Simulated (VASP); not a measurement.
AlFe3:

```
Al Fe
1.0
     4.08304    0.00000    0.00000
     2.04152    3.53601    0.00000
     2.04152    1.17867    3.33378
Al Fe
1 3
Direct
  0.00000 0.00000 0.00000
  0.50000 0.50000 0.50000
  0.25000 0.25000 0.25000
  0.75000 0.75000 0.75000
```

- Program: VASP 6.6.1
- Task: relaxation of cell and atoms
- Functional: LDA
- Potentials or basis: VASP PAW LDA potentials, release 64 (Al, Fe)
- Cutoff: 600 eV
- k mesh: 7 × 7 × 7
- Occupations: fermi-dirac, width 0.05 eV
- Spin: collinear spin, ferromagnetic start
- Starting moments: [0.0, 3.5, 3.5, 3.5] μB

At the start: pressure -17.2 GPa; volume 12.03 Å³/atom.

Task: How do energy, volume and symmetry change on relaxing?

Result: Over 7 steps the energy falls by 79.4 meV/atom and the volume is 10.60 Å³/atom (-11.9 %); space group Fm-3m (No. 225, to 0.1 Å) before and after; moment 3.16 μB per cell.

Step by step:
```
step  energy change (eV)  largest force (eV/Å)  pressure (GPa)  volume (Å³)
   1              0.0000                0.0000          -17.23        48.13
   2             -0.1711                0.0000           18.38        39.67
   3             -0.3152                0.0000           -2.04        42.76
   4             -0.3176                0.0000           -0.23        42.42
   5             -0.3176                0.0000            0.38        42.31
   6             -0.3175                0.0000           -0.41        42.46
   7             -0.3176                0.0000            0.01        42.38
```

Final structure:
```yaml
crystal:
  lattice:
    - [3.91355, 0.00000, 0.00000]
    - [1.95677, 3.38923, 0.00000]
    - [1.95677, 1.12974, 3.19540]
  atoms:
    - { symbol: Al, position: [0.00000, 0.00000, 0.00000] }
    - { symbol: Fe, position: [0.50000, 0.50000, 0.50000] }
    - { symbol: Fe, position: [0.25000, 0.25000, 0.25000] }
    - { symbol: Fe, position: [0.75000, 0.75000, 0.75000] }
```
